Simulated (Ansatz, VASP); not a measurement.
Two plane-wave programs on CsPbCl3

```
CELL_PARAMETERS angstrom
4.01412 2.31755 3.27732
-4.01412 2.31755 3.27732
0.00000 -4.63511 3.27732
ATOMIC_POSITIONS crystal
Cs 0.50000 0.50000 0.50000
Pb 0.00000 0.00000 0.00000
Cl 0.50000 0.00005 0.99995
Cl 0.00005 0.99995 0.50000
Cl 0.99995 0.50000 0.00005
```

Alike in both runs: task single point; functional PBE; k mesh 4 × 4 × 4; occupations methfessel-paxton of order 1, width 0.05 eV; no spin polarisation.

|  | VASP | Ansatz |
| --- | --- | --- |
| version | VASP 6.6.1 | Ansatz 0.2.0 |
| potentials or method | VASP PAW PBE potentials, release 64 (Cs_sv, Pb_d, Cl) | plane waves |
| plane-wave cutoff (eV) | 520 | 420 |
| valence electrons in the cell | 44 | 44 |

Ansatz gave:

* gap on the k mesh at the Fermi level (eV): 2.09
* pressure (GPa): 0.8

**Question.** Estimate VASP's values.

**Answer.** gap on the k mesh at the Fermi level (eV): 2.10; pressure (GPa): 0.7.

Neither program's run includes spin-orbit coupling.
